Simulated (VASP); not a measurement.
# C (Fd-3m) in VASP: a series of runs, part 2 of 2

VASP 6.6.1.

## (4) Single point, PBEsol+D4

This run uses another cell than the first one, of 5.57 Å³/atom, 0.982 times its volume.

INCAR

```
SYSTEM = C
ALGO = Normal ; EDIFF = 1E-7
ENCUT = 520 ; GGA = PS
ISIF = 2 ; ISMEAR = -1
IVDW = 13 ; LASPH = .TRUE.
LCHARG = .FALSE. ; LREAL = .FALSE.
LWAVE = .FALSE. ; NBANDS = 11
NELM = 80 ; PREC = Accurate
SIGMA = 0.05
```

KPOINTS

```
k-points
0
G
  13 13 13
  0 0 0
```

POSCAR

```
C
1.0
    0.0000000000      1.7729022753      1.7729022753
    1.7729022753      0.0000000000      1.7729022753
    1.7729022753      1.7729022753      0.0000000000
C
2
Direct
    0.7500000000      0.7500000000      0.7500000000
    0.5000000000      0.5000000000      0.5000000000
```

Potentials or basis: VASP PAW PBE potentials, release 64 (C).

Started as:

```bash
$ cat potpaw_PBE.64/C/POTCAR > POTCAR
$ mpirun -np 1 vasp_std > vasp.out
```

OUTCAR:

```text
SYSTEM = C
   EDIFF = 1E-7
   ENCUT = 520
   GGA = PS
   ISIF = 2
   ISMEAR = -1
   IVDW = 13
   LASPH = .TRUE.
   LREAL = .FALSE.
   NELM = 80
   PREC = Accurate

 ion  position               nearest neighbor table
   1  0.750  0.750  0.750-   2 1.54   2 1.54   2 1.54   2 1.54
   2  0.500  0.500  0.500-   1 1.54   1 1.54   1 1.54   1 1.54

  LATTYP: Found a face centered cubic cell.
 ALAT       =     3.5458045506

  Lattice vectors:

 A1 = (   0.0000000000,   1.7729022753,   1.7729022753)
 A2 = (   1.7729022753,   0.0000000000,   1.7729022753)
 A3 = (   1.7729022753,   1.7729022753,   0.0000000000)

Analysis of symmetry for initial positions (statically):
=====================================================================
 Subroutine PRICEL returns:
 Original cell was already a primitive cell.

 Routine SETGRP: Setting up the symmetry group for a
 face centered cubic supercell.

 Subroutine GETGRP returns: Found 48 space group operations
 (whereof 24 operations were pure point group operations)
 out of a pool of 48 trial point group operations.

The static configuration has the point symmetry T_d .
 The point group associated with its full space group is O_h .

Analysis of symmetry for dynamics (positions and initial velocities):
=====================================================================
 Subroutine PRICEL returns:
 Original cell was already a primitive cell.

 Routine SETGRP: Setting up the symmetry group for a
 face centered cubic supercell.

 Subroutine GETGRP returns: Found 48 space group operations
 (whereof 24 operations were pure point group operations)
 out of a pool of 48 trial point group operations.

The dynamic configuration has the point symmetry T_d .
 The point group associated with its full space group is O_h .

 Subroutine INISYM returns: Found 48 space group operations
 (whereof 24 operations are pure point group operations),
 and found     1 'primitive' translations

----------------------------------------------------------------------------------------

                                     Primitive cell

  volume of cell :      11.1451

  direct lattice vectors                    reciprocal lattice vectors
     0.000000000  1.772902275  1.772902275    -0.282023441  0.282023441  0.282023441
     1.772902275  0.000000000  1.772902275     0.282023441 -0.282023441  0.282023441
     1.772902275  1.772902275  0.000000000     0.282023441  0.282023441 -0.282023441

  length of vectors
     2.507262442  2.507262442  2.507262442     0.488478929  0.488478929  0.488478929

  position of ions in fractional coordinates (direct lattice)
     0.750000000  0.750000000  0.750000000
     0.500000000  0.500000000  0.500000000

  ion indices of the primitive-cell ions
   primitive index   ion index
                 1           1
                 2           2

----------------------------------------------------------------------------------------

 KPOINTS: k-points

Automatic generation of k-mesh.
 Grid dimensions read from file:
 generate k-points for:   13   13   13

 Generating k-lattice:

[... 20 lines left out ...]
  0.153846  0.000000  0.000000      8.000000
  0.230769  0.000000  0.000000      8.000000
  0.307692  0.000000  0.000000      8.000000
  0.384615  0.000000  0.000000      8.000000
[... 16 lines left out ...]
  0.384615  0.153846  0.000000     24.000000
  0.461538  0.153846  0.000000     24.000000
 [... further k-points ...]
   k-points           NKPTS =     84   k-points in BZ     NKDIM =     84   number of bands    NBANDS=     11
   number of dos      NEDOS =    301   number of ions     NIONS =      2
   total plane-waves  NPLWV =   8000
   dimension x,y,z NGX =    20 NGY =   20 NGZ =   20
   dimension x,y,z NGXF=    40 NGYF=   40 NGZF=   40
   ions per type =               2
   NGX,Y,Z   is equivalent  to a cutoff of  13.26, 13.26, 13.26 a.u.
   NGXF,Y,Z  is equivalent  to a cutoff of  26.52, 26.52, 26.52 a.u.
 SYSTEM =  C
   PREC   = accura    normal or accurate (medium, high low for compatibility)
   ISTART =      0    job   : 0-new  1-cont  2-samecut
   ICHARG =      2    charge: 1-file 2-atom 10-const
   ISPIN  =      1    spin polarized calculation?
   LNONCOLLINEAR =      F non collinear calculations
   LSORBIT =      F    spin-orbit coupling
   LASPH  =      T    aspherical Exc in radial PAW
   ENCUT  =  520.0 eV  38.22 Ry    6.18 a.u.   4.66  4.66  4.66*2*pi/ulx,y,z
   NELM   =     80;   NELMIN=  2; NELMDL= -5     # of ELM steps
   EDIFF  = 0.1E-06   stopping-criterion for ELM
   LREAL  =      F    real-space projection
   EDIFFG = 0.1E-05   stopping-criterion for IOM
   NSW    =      0    number of steps for IOM
   IBRION =     -1    ionic relax: 0-MD 1-quasi-New 2-CG
   NFREE  =      0    steps in history (QN), initial steepest desc. (CG)
   ISIF   =      2    stress and relaxation
   ISYM   =      2    0-nonsym 1-usesym 2-fastsym
   POTIM  = 0.5000    time-step for ionic-motion
   TEBEG  =    0.0;   TEEND  =   0.0 temperature during run
   PSTRESS=    0.0 pullay stress
   NELECT =       8.0000    total number of electrons
   NUPDOWN=      -1.0000    fix difference up-down
   EMIN   =  10.00;   EMAX   =-10.00  energy-range for DOS
   EFERMI =   0.00;   METHOD = LEGACY
   ISMEAR =    -1;   SIGMA  =   0.05  broadening in eV -4-tet -1-fermi 0-gaus
   EFERMI_NEDOS =   21; number of points for ismear=-14 and -15
   IALGO  =     38    algorithm
   IMIX   =      4    mixing-type and parameters
     AMIX     =   0.40;   BMIX     =  1.00
     AMIX_MAG =   1.60;   BMIX_MAG =  1.00
  volume/ion in A,a.u.               =       5.57        37.61
  Fermi-wavevector in a.u.,A,eV,Ry     =   1.465807  2.769973 29.233331  2.148589
  Thomas-Fermi vector in A             =   2.581620
   LORBIT       =      0    0 simple, 1 ext, 2 COOP (PROOUT), +10 PAW based schemes
   GGA     = PS    functional components
   LHFCALC =     F    Hartree Fock is set to
   AEXX    =    0.0000 exact exchange contribution
   IVDW    =    13    specifies the selected vdW correction
   LEPSILON=     F    determine dielectric tensor
   LRPA    =     F    only Hartree local field effects (RPA)
 non-spin polarized calculation
  energy-cutoff  :      520.00
  volume of cell :       11.15
 maximum number of plane-waves:       310
   NGX =  9   NGY =  9   NGZ =  9

 number of electron       7.9999999 magnetization

 Free energy of the ion-electron system (eV)
  ---------------------------------------------------
  ext. energy  EPLUGINS =         0.00000000
  ---------------------------------------------------
  free energy    TOTEN  =       -19.24836223 eV

  energy without entropy =      -19.24836223  energy(sigma->0) =      -19.24836223

 E-fermi :  10.8408     XC(G=0): -13.5203

 val. band max:        9.9665457060   @ k =   0.0000   0.0000   0.0000
 cond. band min:      14.0173339467   @ k =   0.3846   0.3846   0.0000
 fundamental gap:      4.0507882407
 Fermi energy:        10.8407998645

 k-point     1 :       0.0000    0.0000    0.0000
  band No.  band energies     occupation
      1     -11.7944      2.00000
      2       9.9665      2.00000
      3       9.9665      2.00000
      4       9.9665      2.00000
      5      15.5543      0.00000
      6      15.5543      0.00000
      7      15.5543      0.00000
      8      23.7399      0.00000
      9      29.1530      0.00000
     10      36.6305      0.00000
     11      36.6305      0.00000
[... 309 lines left out ...]
 k-point    24 :       0.4615    0.1538    0.0000
  band No.  band energies     occupation
      1      -6.6868      2.00000
      2      -1.4680      2.00000
      3       5.4609      2.00000
      4       5.9730      2.00000
      5      17.0101      0.00000
      6      20.6160      0.00000
      7      21.0616      0.00000
      8      23.9214      0.00000
      9      30.5611      0.00000
     10      33.4519      0.00000
     11      37.1284      0.00000

 [... further k-points ...]

------------------------ aborting loop because EDIFF is reached ----------------------------------------

  DFT-D4 for vdW energy calculation

  Edisp (eV):   -0.24159

  FORCE on cell =-STRESS in cart. coord.  units (eV):
  Direction    XX          YY          ZZ          XY          YZ          ZX
  --------------------------------------------------------------------------------------
  -------------------------------------------------------------------------------------
  Total       0.07654     0.07654     0.07654    -0.00000     0.00000     0.00000
  in kB      11.00318    11.00318    11.00318    -0.00000     0.00000     0.00000
  external pressure =       11.00 kB  Pullay stress =        0.00 kB

 VOLUME and BASIS-vectors are now :
 -----------------------------------------------------------------------------
  energy-cutoff  :      520.00
  volume of cell :       11.15
      direct lattice vectors                 reciprocal lattice vectors
     0.000000000  1.772902275  1.772902275    -0.282023441  0.282023441  0.282023441
     1.772902275  0.000000000  1.772902275     0.282023441 -0.282023441  0.282023441
     1.772902275  1.772902275  0.000000000     0.282023441  0.282023441 -0.282023441

 POSITION                                       TOTAL-FORCE (eV/Angst)
 -----------------------------------------------------------------------------------
      2.65935      2.65935      2.65935         0.000000      0.000000      0.000000
      1.77290      1.77290      1.77290        -0.000000     -0.000000     -0.000000
 -----------------------------------------------------------------------------------
    total drift:                                0.000000     -0.000000      0.000000

  FREE ENERGIE OF THE ION-ELECTRON SYSTEM (eV)
  ---------------------------------------------------
  free  energy   TOTEN  =       -19.4899556440 eV

  energy  without entropy=      -19.4899556439  energy(sigma->0) =      -19.48995564
```

It took 9.4 s on 1 thread of Intel Xeon 6975P-C, shared host; peak memory 0.12 GiB.

Results:

| Property | Result |
| --- | --- |
| Free energy | -19.4900 eV |
| Pressure | 1.1 GPa |
| Band gap on the k mesh | 4.05 eV, indirect (least direct gap 5.59 eV) |
| Dispersion energy per atom | -0.121 eV |

Levels at points of the mesh, in eV from the valence-band top:
| k point | band 1 | band 2 | band 3 | band 4 | band 5 | band 6 | band 7 | band 8 | band 9 |
| --- | --- | --- | --- | --- | --- | --- | --- | --- | --- |
| (0.00, 0.00, 0.00) | -21.76 | 0.00 | 0.00 | 0.00 | 5.59 | 5.59 | 5.59 | 13.77 | 19.19 |

Caveat: the PAW data sets were made with another functional, which shifts forces and pressure a little. A k mesh can miss the band edges.

## (5) Summary

```tsv
level	cell	gap on the mesh (eV)	pressure (GPa)
RPBE	a = 2.522 Å, angles 60.0°, 2 atoms	4.14	8.5
PBEsol+D3(BJ)	a = 2.506 Å, angles 60.0°, 2 atoms	4.05	1.1
PBEsol+D4	a = 2.507 Å, angles 60.0°, 2 atoms	4.05	1.1
```

Alike in all rows: task single point; potentials or basis VASP PAW PBE potentials, release 64 (C); no spin polarisation; k mesh 13 × 13 × 13; cutoff (eV) 520; smearing fermi-dirac 0.05 eV.

Caveats: the PAW data sets were made with another functional, which shifts forces and pressure a little.

Total energies depend on the potentials used, so only differences within one code and one set of settings carry meaning.
